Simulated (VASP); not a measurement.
# GaN (I-4m2) in VASP: a series of runs, part 3 of 3

VASP 6.6.1.

### Step 6. Single point, r2SCAN (strain +0.0450 x Voigt [0, 0, 1, 0, 0, 0])

POSCAR

```
GaN
1.0
    0.0000000000      2.2489367673      2.3501389218
    2.2489367673      0.0000000000      2.3501389218
    2.2489367673      2.2489367673      0.0000000000
Ga N
1 1
Direct
    0.0000000000      0.0000000000      0.0000000000
    0.7500000000      0.7500000000      0.7500000000
```

INCAR.step1

```
PREC = Accurate
ENCUT = 520
ISMEAR = 0
SIGMA = 0.05
LREAL = F
LASPH = T
NELM = 60
NBANDS = 16
GGA = PE
ALGO = Normal
EDIFF = 1E-4
LWAVE = T
LCHARG = F
```

INCAR.step2

```
PREC = Accurate
ENCUT = 520
EDIFF = 1E-7
ISMEAR = 0
SIGMA = 0.05
LREAL = F
LASPH = T
NELM = 60
ALGO = Normal
ISIF = 2
LWAVE = F
LCHARG = F
METAGGA = R2SCAN
LMIXTAU = T
NBANDS = 16
ISTART = 1
```

KPOINTS

```
regular mesh
0
Gamma
  10 10 10
```

Potentials or basis: VASP PAW PBE potentials, release 64 (Ga_d, N).

Started as:

```bash
> cat potpaw_PBE.64/Ga_d/POTCAR potpaw_PBE.64/N/POTCAR > POTCAR
> cp INCAR.step1 INCAR
> mpirun -np 1 vasp_std > vasp.out
> cp INCAR.step2 INCAR
> mpirun -np 1 vasp_std > vasp.out
```

OUTCAR:

```text
PREC = Accurate
   ENCUT = 520
   EDIFF = 1E-7
   ISMEAR = 0
   LREAL = F
   LASPH = T
   NELM = 60
   ISIF = 2
   METAGGA = R2SCAN
   ISTART = 1

 ion  position               nearest neighbor table
   1  0.000  0.000  0.000-   2 1.98   2 1.98   2 1.98   2 1.98
   2  0.750  0.750  0.750-   1 1.98   1 1.98   1 1.98   1 1.98

  LATTYP: Found a body centered tetragonal cell.
 ALAT       =     3.1804768772
 C/A-ratio  =     1.4778531727

  Lattice vectors:

 A1 = (  -2.2489367673,   0.0000000000,   2.3501389218)
 A2 = (   2.2489367673,   0.0000000000,   2.3501389218)
 A3 = (   0.0000000000,   2.2489367673,  -2.3501389218)

Analysis of symmetry for initial positions (statically):
=====================================================================
 Subroutine PRICEL returns:
 Original cell was already a primitive cell.

 Routine SETGRP: Setting up the symmetry group for a
 body centered tetragonal supercell.

 Subroutine GETGRP returns: Found  8 space group operations
 (whereof  8 operations were pure point group operations)
 out of a pool of 16 trial point group operations.

The static configuration has the point symmetry D_2d.

Analysis of symmetry for dynamics (positions and initial velocities):
=====================================================================
 Subroutine PRICEL returns:
 Original cell was already a primitive cell.

 Routine SETGRP: Setting up the symmetry group for a
 body centered tetragonal supercell.

 Subroutine GETGRP returns: Found  8 space group operations
 (whereof  8 operations were pure point group operations)
 out of a pool of 16 trial point group operations.

The dynamic configuration has the point symmetry D_2d.

 Subroutine INISYM returns: Found  8 space group operations
 (whereof  8 operations are pure point group operations),
 and found     1 'primitive' translations

[... 112 lines left out ...]
   IMIX   =      4    mixing-type and parameters
     AMIX     =   0.40;   BMIX     =  1.00
     AMIX_MAG =   1.60;   BMIX_MAG =  1.00
  volume/ion in A,a.u.               =      11.89        80.21
  Fermi-wavevector in a.u.,A,eV,Ry     =   1.492129  2.819715 30.292671  2.226448
  Thomas-Fermi vector in A             =   2.604696
   LORBIT       =      0    0 simple, 1 ext, 2 COOP (PROOUT), +10 PAW based schemes
   METAGGA = R2SCAN    functional components
   LHFCALC =     F    Hartree Fock is set to
   AEXX    =    0.0000 exact exchange contribution
   IVDW    =     0    specifies the selected vdW correction
   LEPSILON=     F    determine dielectric tensor
   LRPA    =     F    only Hartree local field effects (RPA)
 non-spin polarized calculation
 Gauss-broadening in eV      SIGMA  =   0.05
  energy-cutoff  :      520.00
  volume of cell :       23.77
 maximum number of plane-waves:       654
   NGX = 13   NGY = 13   NGZ = 11

 number of electron      17.9999991 magnetization

 Free energy of the ion-electron system (eV)
  ---------------------------------------------------
  ext. energy  EPLUGINS =         0.00000000
  ---------------------------------------------------
  free energy    TOTEN  =       -21.86436527 eV

  energy without entropy =      -21.86436527  energy(sigma->0) =      -21.86436527

 E-fermi :   5.0007     XC(G=0): -12.4145

 val. band max:        4.6865150890   @ k =   0.0000   0.0000   0.0000
 cond. band min:       6.4727606649   @ k =   0.0000   0.0000   0.0000
 fundamental gap:      1.7862455759
 Fermi energy:         5.0007036851

 k-point     1 :       0.0000    0.0000    0.0000
  band No.  band energies     occupation
      1     -11.7938      2.00000
      2      -9.2296      2.00000
      3      -9.1840      2.00000
      4      -9.1840      2.00000
      5      -8.8908      2.00000
      6      -8.8886      2.00000
[... 433 lines left out ...]
      3      -8.9817      2.00000
      4      -8.9786      2.00000
      5      -8.8452      2.00000
      6      -8.1234      2.00000
[... 8 lines left out ...]
     15      27.4648      0.00000
     16      27.8767      0.00000

 [... further k-points ...]

------------------------ aborting loop because EDIFF is reached ----------------------------------------

  FORCE on cell =-STRESS in cart. coord.  units (eV):
  Direction    XX          YY          ZZ          XY          YZ          ZX
  --------------------------------------------------------------------------------------
  -------------------------------------------------------------------------------------
  Total       -0.7243492     -0.7243492     -1.6780507      0.0000000      0.0000000     -0.0000000
  in kB      -48.8180621    -48.8180621   -113.0934975      0.0000000      0.0000000     -0.0000000
  external PRESSURE =     -70.2432072 kB  Pullay stress =       0.0000000 kB

 VOLUME and BASIS-vectors are now :
 -----------------------------------------------------------------------------
  energy-cutoff  :      520.00
  volume of cell :       23.77
      direct lattice vectors                 reciprocal lattice vectors
     0.000000000  2.248936767  2.350138922    -0.222327283  0.222327283  0.212753380
     2.248936767  0.000000000  2.350138922     0.222327283 -0.222327283  0.212753380
     2.248936767  2.248936767  0.000000000     0.222327283  0.222327283 -0.212753380

 POSITION                                       TOTAL-FORCE (eV/Angst)
 -----------------------------------------------------------------------------------
      0.00000      0.00000      0.00000        -0.000000     -0.000000     -0.000000
      3.37341      3.37341      3.52521         0.000000      0.000000      0.000000
 -----------------------------------------------------------------------------------
    total drift:                               -0.000019     -0.000019      0.000002

  FREE ENERGIE OF THE ION-ELECTRON SYSTEM (eV)
  ---------------------------------------------------
  free  energy   TOTEN  =       -21.8643652711 eV

  energy  without entropy=      -21.8643652711  energy(sigma->0) =      -21.86436527
```

OSZICAR.step1:

```text
N       E                     dE             d eps       ncg     rms          rms(c)
DAV:   1     0.862548902126E+02    0.86255E+02   -0.92745E+03  3584   0.198E+03
DAV:   2    -0.778968297575E+01   -0.94045E+02   -0.87822E+02  3736   0.339E+02
DAV:   3    -0.140081330711E+02   -0.62185E+01   -0.61897E+01  3848   0.727E+01
DAV:   4    -0.140811754495E+02   -0.73042E-01   -0.73027E-01  4192   0.848E+00
DAV:   5    -0.140821105737E+02   -0.93512E-03   -0.93512E-03  3968   0.863E-01    0.759E+00
DAV:   6    -0.121441210348E+02    0.19380E+01   -0.49587E+00  4928   0.386E+01    0.269E+00
DAV:   7    -0.121479134809E+02   -0.37924E-02   -0.30199E-01  3568   0.673E+00    0.175E+00
DAV:   8    -0.121442408209E+02    0.36727E-02   -0.66230E-02  3656   0.318E+00    0.857E-01
DAV:   9    -0.121395711110E+02    0.46697E-02   -0.13917E-02  4856   0.253E+00    0.232E-01
DAV:  10    -0.121399895127E+02   -0.41840E-03   -0.13860E-03  3784   0.460E-01    0.123E-01
DAV:  11    -0.121398991139E+02    0.90399E-04   -0.21765E-04  3032   0.248E-01
   1 F= -.12139899E+02 E0= -.12139899E+02  d E =-.744567E-23
```

Wall time 47 s (1 thread of Intel Xeon 6975P-C (Granite Rapids), shared host); peak memory 0.17 GiB.

What came out:

- Free energy: -21.8644 eV
- Pressure: -7.0 GPa
- Band gap on the k mesh: 1.79 eV, direct

Caveat: the cell differs from its parent crystal (strain +0.0450 x Voigt [0, 0, 1, 0, 0, 0]); the PAW data sets were made with another functional, which shifts forces and pressure a little.

### Step 7. The runs side by side

```csv
cell,gap on the mesh (eV),pressure (GPa)
"a = 3.133, b = 3.133, c = 3.180 Å, angles 59.5, 59.5, 61.0°, 2 atoms",2.27,7.5
"a = 3.157, b = 3.157, c = 3.180 Å, angles 59.8, 59.8, 60.5°, 2 atoms",2.21,4.2
"a = 3.204, b = 3.204, c = 3.180 Å, angles 60.2, 60.2, 59.5°, 2 atoms",2.04,-1.8
"a = 3.229, b = 3.229, c = 3.180 Å, angles 60.5, 60.5, 59.0°, 2 atoms",1.91,-4.5
"a = 3.253, b = 3.253, c = 3.180 Å, angles 60.7, 60.7, 58.5°, 2 atoms",1.79,-7.0
```

Alike in all rows: task single point; level r2SCAN; potentials or basis VASP PAW PBE potentials, release 64 (Ga_d, N); no spin polarisation; k mesh 10 × 10 × 10; cutoff (eV) 520; smearing gaussian 0.05 eV.

Caveats: the PAW data sets were made with another functional, which shifts forces and pressure a little.

Absolute energies hang on the potentials; compare differences alone.
